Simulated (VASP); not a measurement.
# Li (P6_3/mmc) in VASP: further runs

Li is run at these levels: LDA; tasks: single point.

Program: VASP 6.6.1. These are calculated values, not measurements. Logs are shortened: lines on timing, memory, paths and dates and some standing lists are left out, and cuts for length are marked.

## Step 1: The cell of the first run

Symmetry: P6_3/mmc, No. 194, hexagonal system. The conventional cell has a = 2.915 Å, b = 2.915 Å, c = 4.755 Å, α = 90.00°, β = 90.00°, γ = 120.00°. Within 3.8 Å of Li (site symmetry -6m2) lie 12 Li at 2.91 Å.

## Step 2: Single point, LDA (volume scaled by 0.92)

Contents of INCAR:

```
PREC = Accurate
ENCUT = 520
EDIFF = 1E-7
ISMEAR = -1
SIGMA = 0.1
LREAL = False
LASPH = True
NELM = 60
ALGO = Normal
ISIF = 2
LWAVE = False
LCHARG = True
GGA = CA
LELF = True
LVHAR = True
NBANDS = 10
```

Contents of KPOINTS:

```
Automatic mesh
0
Gamma
  14 14 7
```

Contents of POSCAR:

```
Li
1.0
    2.9148616133      0.0000000000      0.0000000000
   -1.4574308067      2.5243442056      0.0000000000
    0.0000000000      0.0000000000      4.7549497198
Li
2
Direct
    0.3333333333      0.6666666667      0.2500000000
    0.6666666667      0.3333333333      0.7500000000
```

Potentials or basis: VASP PAW LDA potentials, release 64 (Li_sv).

Run with:

```console
$ cat potpaw_LDA.64/Li_sv/POTCAR > POTCAR
$ mpirun -np 1 vasp_std > vasp.out
```

OUTCAR:

```text
PREC = Accurate
   ENCUT = 520
   EDIFF = 1E-7
   ISMEAR = -1
   LREAL = False
   LASPH = True
   NELM = 60
   ISIF = 2
   GGA = CA

 ion  position               nearest neighbor table
   1  0.333  0.667  0.250-
   2  0.667  0.333  0.750-

  LATTYP: Found a hexagonal cell.
 ALAT       =     2.9148616133
 C/A-ratio  =     1.6312780333

  Lattice vectors:

 A1 = (   2.9148616133,   0.0000000000,   0.0000000000)
 A2 = (  -1.4574308067,   2.5243442056,   0.0000000000)
 A3 = (   0.0000000000,   0.0000000000,   4.7549497198)

Analysis of symmetry for initial positions (statically):
=====================================================================
 Subroutine PRICEL returns:
 Original cell was already a primitive cell.

 Routine SETGRP: Setting up the symmetry group for a
 hexagonal supercell.

 Subroutine GETGRP returns: Found 24 space group operations
 (whereof 12 operations were pure point group operations)
 out of a pool of 24 trial point group operations.

The static configuration has the point symmetry D_3d.
 The point group associated with its full space group is D_6h.

Analysis of symmetry for dynamics (positions and initial velocities):
=====================================================================
 Subroutine PRICEL returns:
 Original cell was already a primitive cell.

 Routine SETGRP: Setting up the symmetry group for a
 hexagonal supercell.

 Subroutine GETGRP returns: Found 24 space group operations
 (whereof 12 operations were pure point group operations)
 out of a pool of 24 trial point group operations.

The dynamic configuration has the point symmetry D_3d.
 The point group associated with its full space group is D_6h.

 Subroutine INISYM returns: Found 24 space group operations
 (whereof 12 operations are pure point group operations),
 and found     1 'primitive' translations

----------------------------------------------------------------------------------------

                                     Primitive cell

  volume of cell :      34.9875

  direct lattice vectors                    reciprocal lattice vectors
     2.914861613  0.000000000  0.000000000     0.343069460  0.198071245  0.000000000
    -1.457430807  2.524344206  0.000000000     0.000000000  0.396142490  0.000000000
     0.000000000  0.000000000  4.754949720     0.000000000  0.000000000  0.210307166

  length of vectors
[... 81 lines left out ...]
   NELM   =     60;   NELMIN=  2; NELMDL= -5     # of ELM steps
   EDIFF  = 0.1E-06   stopping-criterion for ELM
   LREAL  =      F    real-space projection
   EDIFFG = 0.1E-05   stopping-criterion for IOM
   NSW    =      0    number of steps for IOM
   IBRION =     -1    ionic relax: 0-MD 1-quasi-New 2-CG
   NFREE  =      0    steps in history (QN), initial steepest desc. (CG)
   ISIF   =      2    stress and relaxation
   ISYM   =      2    0-nonsym 1-usesym 2-fastsym
   POTIM  = 0.5000    time-step for ionic-motion
   TEBEG  =    0.0;   TEEND  =   0.0 temperature during run
   PSTRESS=    0.0 pullay stress
   NELECT =       6.0000    total number of electrons
   NUPDOWN=      -1.0000    fix difference up-down
   EMIN   =  10.00;   EMAX   =-10.00  energy-range for DOS
   EFERMI =   0.00;   METHOD = LEGACY
   ISMEAR =    -1;   SIGMA  =   0.10  broadening in eV -4-tet -1-fermi 0-gaus
   EFERMI_NEDOS =   21; number of points for ismear=-14 and -15
   IALGO  =     38    algorithm
   IMIX   =      4    mixing-type and parameters
     AMIX     =   0.40;   BMIX     =  1.00
     AMIX_MAG =   1.60;   BMIX_MAG =  1.00
  volume/ion in A,a.u.               =      17.49       118.05
  Fermi-wavevector in a.u.,A,eV,Ry     =   0.909539  1.718779 11.255560  0.827260
  Thomas-Fermi vector in A             =   2.033595
   LORBIT       =      0    0 simple, 1 ext, 2 COOP (PROOUT), +10 PAW based schemes
   GGA     = CA    functional components
   LHFCALC =     F    Hartree Fock is set to
   AEXX    =    0.0000 exact exchange contribution
   IVDW    =     0    specifies the selected vdW correction
   LEPSILON=     F    determine dielectric tensor
   LRPA    =     F    only Hartree local field effects (RPA)
 non-spin polarized calculation
  energy-cutoff  :      520.00
  volume of cell :       34.99
 maximum number of plane-waves:       966
 NGX is ok and might be reduce to    24
   NGX = 11   NGY = 11   NGZ = 17

 number of electron       5.9999998 magnetization

 Free energy of the ion-electron system (eV)
  ---------------------------------------------------
  ext. energy  EPLUGINS =         0.00000000
  ---------------------------------------------------
  free energy    TOTEN  =        -4.09817622 eV

  energy without entropy =       -4.07084488  energy(sigma->0) =       -4.08451055

 E-fermi :   1.0350     XC(G=0):  -7.5264

 val. band max:        0.9834656835   @ k =   0.5000  -0.0000   0.1429
 cond. band min:       1.0685396983   @ k =   0.0714  -0.0000   0.0000
 fundamental gap:      0.0850740148
 Fermi energy:         1.0349645434

 k-point     1 :       0.0000    0.0000    0.0000
  band No.  band energies     occupation
      1     -44.3517      2.00000
      2     -44.3157      2.00000
      3      -2.6231      2.00000
      4       0.9506      1.39857
      5       4.5368      0.00000
      6      14.6083      0.00000
      7      14.6083      0.00000
      8      16.1624      0.00000
      9      16.1624      0.00000
     10      16.8532      0.00000
[... 287 lines left out ...]
 k-point    24 :       0.3571    0.2857    0.0000
  band No.  band energies     occupation
      1     -44.3089      2.00000
      2     -44.3060      2.00000
      3       2.1554      0.00003
      4       3.2147      0.00000
      5       4.1015      0.00000
      6       7.5074      0.00000
      7       7.8608      0.00000
      8       8.2865      0.00000
      9      10.6575      0.00000
     10      12.8901      0.00000

 [... further k-points ...]
[... 5 lines left out ...]
  --------------------------------------------------------------------------------------
  -------------------------------------------------------------------------------------
  Total        0.2735405      0.2735405      0.2915406     -0.0000000      0.0000000      0.0000000
  in kB       12.5262136     12.5262136     13.3504890     -0.0000000      0.0000000      0.0000000
  external PRESSURE =      12.8009721 kB  Pullay stress =       0.0000000 kB

 VOLUME and BASIS-vectors are now :
 -----------------------------------------------------------------------------
  energy-cutoff  :      520.00
  volume of cell :       34.99
      direct lattice vectors                 reciprocal lattice vectors
     2.914861613  0.000000000  0.000000000     0.343069460  0.198071245  0.000000000
    -1.457430807  2.524344206  0.000000000     0.000000000  0.396142490  0.000000000
     0.000000000  0.000000000  4.754949720     0.000000000  0.000000000  0.210307166

 POSITION                                       TOTAL-FORCE (eV/Angst)
 -----------------------------------------------------------------------------------
     -0.00000      1.68290      1.18874         0.000000     -0.000000      0.000000
      1.45743      0.84145      3.56621        -0.000000      0.000000      0.000000
 -----------------------------------------------------------------------------------
    total drift:                               -0.000000      0.000000     -0.000000

  FREE ENERGIE OF THE ION-ELECTRON SYSTEM (eV)
  ---------------------------------------------------
  free  energy   TOTEN  =        -4.0981762159 eV

  energy  without entropy=       -4.0708448787  energy(sigma->0) =       -4.08451055
```

OSZICAR:

```text
N       E                     dE             d eps       ncg     rms          rms(c)
DAV:   1     0.184578429184E+02    0.18458E+02   -0.31527E+03  1920   0.572E+02
DAV:   2    -0.158014895858E+01   -0.20038E+02   -0.19375E+02  2522   0.112E+02
DAV:   3    -0.405441450021E+01   -0.24743E+01   -0.24553E+01  3024   0.317E+01
DAV:   4    -0.409925990378E+01   -0.44845E-01   -0.44816E-01  2546   0.457E+00
DAV:   5    -0.409978088313E+01   -0.52098E-03   -0.52095E-03  2576   0.416E-01    0.281E-01
DAV:   6    -0.409859077603E+01    0.11901E-02   -0.11208E-03  3540   0.154E-01    0.174E-01
DAV:   7    -0.409817222806E+01    0.41855E-03   -0.22007E-03  3568   0.213E-01    0.501E-02
DAV:   8    -0.409817520508E+01   -0.29770E-05   -0.34636E-05  2224   0.588E-02    0.296E-03
DAV:   9    -0.409817607417E+01   -0.86908E-06   -0.37862E-06  2870   0.158E-02    0.139E-03
DAV:  10    -0.409817635012E+01   -0.27595E-06   -0.26473E-07  2212   0.360E-03    0.262E-03
DAV:  11    -0.409817622049E+01    0.12963E-06   -0.60350E-08  1272   0.201E-03    0.323E-04
DAV:  12    -0.409817621590E+01    0.45966E-08   -0.27464E-08  1166   0.164E-03
   1 F= -.40981762E+01 E0= -.40845105E+01  d E =-.273313E-01
```

stdout:

```text
POSCAR found type information on POSCAR Li
 POSCAR found :  1 types and       2 ions
 scaLAPACK will be used
 LDA part: xc-table for (Slater(with rela. corr.)+CA(PZ))
 , standard interpolation
 POSCAR, INCAR and KPOINTS ok, starting setup
 FFT: planning ... GRIDC
 FFT: planning ... GRID_SOFT
 FFT: planning ... GRID
 WAVECAR not read
 entering main loop
```

Run time: 45 s. Hardware: 1 thread of AMD EPYC 7R13, shared host; peak memory 0.12 GiB.

What came out:

* Free energy: -4.0982 eV
* Band gap on the k mesh: zero (band 3 reaches 2.94 eV, above the bottom of band 4 at -1.13 eV)

Caveat: the cell differs from its parent crystal (volume scaled by 0.92); the cutoff is under 1.25 times the usual one of these potentials, so pressure, stress and relaxed cells hold a basis-set (Pulay) error.

## Step 3: Single point, LDA (volume scaled by 0.96)

Contents of INCAR:

```
PREC = Accurate
ENCUT = 520
EDIFF = 1E-6
ISMEAR = -1
SIGMA = 0.1
LREAL = False
LASPH = True
NELM = 60
ALGO = Normal
ISIF = 2
LWAVE = False
LCHARG = False
NBANDS = 10
```

KPOINTS is that of step 2.

Contents of POSCAR:

```
Li
1.0
    2.9565081202      0.0000000000      0.0000000000
   -1.4782540601      2.5604111386      0.0000000000
    0.0000000000      0.0000000000      4.8228867516
Li
2
Direct
    0.3333333333      0.6666666667      0.2500000000
    0.6666666667      0.3333333333      0.7500000000
```

Potentials or basis: VASP PAW LDA potentials, release 64 (Li_sv).

Run with:

```console
$ cat potpaw_LDA.64/Li_sv/POTCAR > POTCAR
$ mpirun -np 1 vasp_std > vasp.out
```

It took 37 s on 1 thread of AMD EPYC 7R13, shared host; peak memory 0.12 GiB.

Results (log left out):

| Quantity | Value |
| --- | --- |
| Free energy | -4.1079 eV |
| Band gap on the k mesh | zero (band 3 reaches 2.77 eV, above the bottom of band 4 at -1.24 eV) |

Levels at points of the mesh, in eV from the Fermi level:
| k point | band 1 | band 2 | band 3 | band 4 | band 5 | band 6 | band 7 | band 8 |
| --- | --- | --- | --- | --- | --- | --- | --- | --- |
| (0.00, 0.00, 0.00) | -45.45 | -45.42 | -3.61 | -0.06 | 3.34 | 13.18 | 13.18 | 14.69 |
| (0.50, 0.00, 0.00) | -45.42 | -45.41 | -0.12 | 1.17 | 4.94 | 6.22 | 6.78 | 8.53 |

Caveat: the cell differs from its parent crystal (volume scaled by 0.96); the cutoff is under 1.25 times the usual one of these potentials, so pressure, stress and relaxed cells hold a basis-set (Pulay) error.

## Step 4: Single point, LDA

This run uses another cell than the first one, of 19.01 Å³/atom, 1.087 times its volume.

Contents of INCAR:

```
SYSTEM = Li
  PREC = Accurate
  ENCUT = 520
  EDIFF = 1E-6
  ISMEAR = -1
  SIGMA = 0.1
  LREAL = .False.
  LASPH = .True.
  NELM = 80
  ALGO = Normal
  ISIF = 2
  LWAVE = .False.
  LCHARG = .True.
  LELF = .True.
  LVHAR = .True.
  NBANDS = 10
```

Contents of KPOINTS:

```
Automatic mesh
0
Gamma
  14 14 7
  0 0 0
```

Contents of POSCAR:

```
Li
1.0
    2.9970132647      0.0000000000      0.0000000000
   -1.4985066324      2.5954896227      0.0000000000
    0.0000000000      0.0000000000      4.8889619042
Li
2
Direct
    0.3333333333      0.6666666667      0.2500000000
    0.6666666667      0.3333333333      0.7500000000
```

Run with:

```console
$ cat potpaw_LDA.64/Li_sv/POTCAR > POTCAR
$ mpirun -np 1 vasp_std > vasp.out
```

Wall time 36 s (1 thread of AMD EPYC 7R13, shared host); peak memory 0.12 GiB.

The run converged. Its results:

| Item | Value |
| --- | --- |
| Free energy | -4.1108 eV |
| Band gap on the k mesh | zero (band 3 reaches 2.62 eV, above the bottom of band 4 at -1.33 eV) |

Levels at points of the mesh, in eV from the Fermi level:
| k point | band 1 | band 2 | band 3 | band 4 | band 5 | band 6 | band 7 |
| --- | --- | --- | --- | --- | --- | --- | --- |
| (0.00, 0.00, 0.00) | -45.52 | -45.50 | -3.57 | -0.05 | 3.19 | 12.81 | 12.81 |
| (0.50, 0.00, 0.00) | -45.50 | -45.49 | -0.10 | 1.12 | 4.82 | 6.07 | 6.56 |

Caveat: the cutoff is under 1.25 times the usual one of these potentials, so pressure, stress and relaxed cells hold a basis-set (Pulay) error.

## Step 5: Overview

| cell | gap on the mesh (eV) |
| --- | --- |
| a = 2.915, b = 2.915, c = 4.755 Å, angles 90.0, 90.0, 120.0°, 2 atoms | none |
| a = 2.957, b = 2.957, c = 4.823 Å, angles 90.0, 90.0, 120.0°, 2 atoms | none |
| a = 2.997, b = 2.997, c = 4.889 Å, angles 90.0, 90.0, 120.0°, 2 atoms | none |

Alike in all rows: task single point; level LDA; potentials or basis VASP PAW LDA potentials, release 64 (Li_sv); no spin polarisation; k mesh 14 × 14 × 7; cutoff (eV) 520; smearing fermi-dirac 0.1 eV.

Caveats: the cutoff is under 1.25 times the usual one of these potentials, so pressure, stress and relaxed cells hold a basis-set (Pulay) error.

Total energies depend on the potentials used, so only differences within one code and one set of settings carry meaning.
